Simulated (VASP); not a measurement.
Input of a VASP 6.6.1 run:

File POSCAR:

```
Ge
1.0
    0.0000000000      2.8375041525      2.8375041525
    2.8375041525      0.0000000000      2.8375041525
    2.8375041525      2.8375041525      0.0000000000
Ge
2
Direct
    0.0000000000      0.0000000000      0.0000000000
    0.2500000000      0.2500000000      0.2500000000
```

INCAR.step1

```
SYSTEM = Ge
ALGO = Normal ; EDIFF = 1E-4
ENCUT = 520 ; GGA = PE
ISMEAR = 0 ; LASPH = .True.
LCHARG = .False. ; LREAL = .False.
LWAVE = .True. ; NBANDS = 21
NELM = 60 ; PREC = Accurate
SIGMA = 0.02
```

Contents of INCAR.step2:

```
SYSTEM = Ge
ALGO = Normal ; EDIFF = 1E-6
ENCUT = 520 ; ISIF = 2
ISMEAR = 0 ; ISTART = 1
LASPH = .True. ; LCHARG = .False.
LMIXTAU = .True. ; LREAL = .False.
LWAVE = .False. ; METAGGA = R2SCAN
NBANDS = 21 ; NELM = 60
PREC = Accurate ; SIGMA = 0.02
```

The input KPOINTS:

```
k-points
0
Gamma
  12 12 12
  0 0 0
```

Potentials or basis: VASP PAW PBE potentials, release 64 (Ge_d).

Command:

```console
$ cat potpaw_PBE.64/Ge_d/POTCAR > POTCAR
$ cp INCAR.step1 INCAR
$ mpirun -np 1 vasp_std > vasp.out
$ cp INCAR.step2 INCAR
$ mpirun -np 1 vasp_std > vasp.out
```

Task: What does it give for the pressure?

Result: 0.1 GPa.

Task: What does it give for the band gap on the k mesh?

Result: 0.32 eV.

Caveat: the PAW data sets were made with another functional, which shifts forces and pressure a little.

**Experimental background.**

From “Temperature-dependent photoluminescence in Ge: experiment and theory”, 2020, arxiv:2003.00143, for a bulk crystal of Ge at 0 K: band gap 0.744 eV (indirect).

Against the measured gap of Ge, 0.744 eV (indirect; 0 K; “Temperature-dependent photoluminescence in Ge: experiment and theory”, 2020, arxiv:2003.00143), the calculated 0.32 eV is off by -0.43 eV. 3 values of this kind are on record (0.666 to 0.807 eV); this one was drawn at random among those near their median. Spin-orbit coupling on Ge is left out. The value is that of r2SCAN on a finite k mesh, which can miss the band edges, without temperature or zero-point motion.
